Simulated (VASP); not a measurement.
The system is MgI2.

```xyz
3
Lattice="4.1572 0.0000 0.0000 -2.0786 3.6003 0.0000 0.0000 0.0000 6.8733" Properties=species:S:1:pos:R:3 pbc="T T T"
Mg    0.0000    0.0000    0.0000
I     0.0000    2.4002    1.6676
I     2.0786    1.2001    5.2057
```

Base run:

- Program: VASP 6.6.1
- Functional: r2SCAN
- Potentials or basis: VASP PAW PBE potentials, release 64 (Mg, I)
- Cutoff: 660 eV
- k mesh: 6 × 6 × 4, shifted
- Occupations: gaussian, width 0.01 eV
- Spin: no spin polarisation

Its results: band gap on the k mesh 4.21 eV, indirect (least direct gap 4.68 eV); pressure 0.5 GPa; largest force 0.044 eV/Å.

Task: The run is repeated on the same cell with these changes: k mesh from 6 × 6 × 4, shifted to 6 × 6 × 4; occupations from gaussian, width 0.01 eV to gaussian, width 0.001 eV. What comes out?

Result: Band gap on the k mesh 4.10 eV, indirect (least direct gap 4.48 eV); pressure 0.5 GPa; largest force 0.044 eV/Å.

Caveats: the PAW data sets were made with another functional, which shifts forces and pressure a little; spin-orbit coupling is left out, which moves the levels of the heavy elements.

A k mesh can miss the band edges.
